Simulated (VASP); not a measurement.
Write the native input for VASP 6.6.1 that does the following.

* Task: single point
* Functional: revPBE
* Potentials or basis: VASP PAW PBE potentials, release 64 (Zn)
* Cutoff: 520 eV
* k mesh: 15 × 15 × 15
* Occupations: fermi-dirac, width 0.1 eV
* Spin: no spin polarisation
* Dipole correction: no
* Further INCAR settings: ALGO = Normal; EDIFF = 1e-07; NBANDS = 12

The structure of Zn lies in POSCAR:

```
Zn
1.0
    0.0000000000      1.9601336681      1.9601336681
    1.9601336681      0.0000000000      1.9601336681
    1.9601336681      1.9601336681      0.0000000000
Zn
1
Direct
    0.0000000000      0.0000000000      0.0000000000
```

This cell differs from its parent crystal: volume scaled by 0.96.

One way to write it, as run:

INCAR

```
PREC = Accurate
ENCUT = 520
EDIFF = 1E-7
ISMEAR = -1
SIGMA = 0.1
LREAL = F
LASPH = T
NELM = 100
ALGO = Normal
ISIF = 2
LWAVE = F
LCHARG = F
GGA = RE
NBANDS = 12
```

KPOINTS

```
Automatic mesh
0
Gamma
  15 15 15
```

Potentials or basis: VASP PAW PBE potentials, release 64 (Zn).

Launch:

```console
$ cat potpaw_PBE.64/Zn/POTCAR > POTCAR
$ mpirun -np 1 vasp_std > vasp.out
```

Results of the run:

| Quantity | Value |
| --- | --- |
| Pressure | 3.0 GPa |
| Band gap on the k mesh | zero (band 6 reaches 5.07 eV, above the bottom of band 7 at 2.05 eV) |

Caveat: the PAW data sets were made with another functional, which shifts forces and pressure a little.

Wall time 12 s on 1 thread of Intel(R) Xeon(R) Platinum 8488C (Sapphire Rapids), on a shared host, peak memory 0.14 GiB.
